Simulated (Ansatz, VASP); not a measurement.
## KBr: VASP beside Ansatz

The input INCAR:

```
ALGO = Normal
EDIFF = 1E-7
ENCUT = 520
GGA = PS
ISIF = 2
ISMEAR = 0
LASPH = T
LCHARG = T
LELF = T
LREAL = F
LVHAR = T
LWAVE = F
NBANDS = 15
NELM = 80
PREC = Accurate
SIGMA = 0.05
```

File KPOINTS:

```
k-points
0
Gamma
  8 8 8
```

POSCAR

```
KBr
1.0
   -1.0354127745      2.8473851298      2.8473851298
    2.8473851298     -1.0354127745      2.8473851298
    2.8473851298      2.8473851298     -1.0354127745
K Br
1 1
Direct
    0.0000000000      0.0000000000      0.0000000000
    0.5000000000      0.5000000000      0.5000000000
```

Input for Ansatz:

```yaml
crystal:
  lattice:
    - [-1.0354127745, 2.8473851298, 2.8473851298]
    - [2.8473851298, -1.0354127745, 2.8473851298]
    - [2.8473851298, 2.8473851298, -1.0354127745]
  atoms:
    - { symbol: K, position: [0.0, 0.0, 0.0] }
    - { symbol: Br, position: [0.5, 0.5, 0.5] }
basis:
  ecutwfc: 420
kpoints:
  mp_grid: { grid: [8, 8, 8] }
hamiltonian:
  xc: pbesol
scf:
  occupations: { method: gaussian, width: 0.05 }
output:
  forces: true
  stress: true
  eigenvalues: true
```

Alike in both runs: task single point; functional PBEsol; k mesh 8 × 8 × 8; occupations gaussian, width 0.05 eV; no spin polarisation.

```csv
,VASP,Ansatz
version,VASP 6.6.1,Ansatz 0.2.0
potentials or method,"VASP PAW PBE potentials, release 64 (K_sv, Br), cutoff 520 eV","scalar-relativistic, plane waves, PAW"
valence electrons in the cell,16,16
```

Ansatz gave:

- gap on the k mesh at the Fermi level (eV): 3.67
- least direct gap on the mesh (eV): 3.69
- pressure (GPa): -1.4
- traceless stress, the component that is largest in VASP (GPa): 0.21

Problem. Which values does VASP return?

Solution. gap on the k mesh at the Fermi level (eV): 3.67; least direct gap on the mesh (eV): 3.68; pressure (GPa): -1.4; traceless stress, the component that is largest in VASP (GPa): 0.20.

VASP's potentials were made for PBE, not for PBEsol.
